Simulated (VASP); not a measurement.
**SnTe: electric field gradients with LDA**

Crystal: SnTe.

```
Sn Te
1.0
     0.03157    3.17228    3.17228
     3.17228    0.03157    3.17228
     3.17228    3.17228    0.03157
Sn Te
1 1
Direct
  0.00000 0.00000 0.00000
  0.50000 0.50000 0.50000
```

This cell differs from its parent crystal: equal xy, yz and zx shear strains of +1 %.

```json
{
  "Program": "VASP 6.6.1",
  "Task": "electric field gradients",
  "Functional": "LDA",
  "Potentials or basis": "VASP PAW LDA potentials, release 64 (Sn_d, Te)",
  "Cutoff": "520 eV",
  "k mesh": "11 × 11 × 11",
  "Occupations": "fermi-dirac, width 0.08 eV",
  "Spin": "no spin polarisation",
  "Dipole correction": "no",
  "Further INCAR settings": "ALGO = Normal; EDIFF = 1e-08; NBANDS = 17"
}
```

| Property | Result |
| --- | --- |
| Pressure | -1.7 GPa |
| Band gap on the k mesh | 0.31 eV (least direct gap 0.41 eV) |
| Largest electric field gradient by atom | Sn +0.9; Te +11.6 V/Å² |

Stress tensor (GPa, compression positive):
```
-1.67 -0.17 -0.17
-0.17 -1.67 -0.17
-0.17 -0.17 -1.67
```

Levels at points of the mesh, in eV from the valence-band top:
| k point | band 8 | band 9 | band 10 | band 11 | band 12 | band 13 |
| --- | --- | --- | --- | --- | --- | --- |
| (0.00, 0.00, 0.00) | -2.08 | -1.94 | -1.94 | 3.38 | 3.38 | 3.43 |

Electric field gradients, principal values (V/Å²):
```
atom   least  middle  greatest (by size)
1 Sn  -0.457  -0.457               0.915
2 Te  -5.790  -5.790              11.581
```

It took 3.6 min on 1 thread of Intel(R) Xeon(R) Platinum 8488C (Sapphire Rapids), on a shared host, peak memory 0.28 GiB.

Caveat: the cell differs from its parent crystal (equal xy, yz and zx shear strains of +1 %); semilocal functionals underestimate gaps, and a narrow one can read as zero; without QUAD_EFG the Cq values of the log hold for a quadrupole moment of 1 mb, not for the nuclei; spin-orbit coupling is left out, which moves the levels of the heavy elements. A k mesh can miss the band edges.
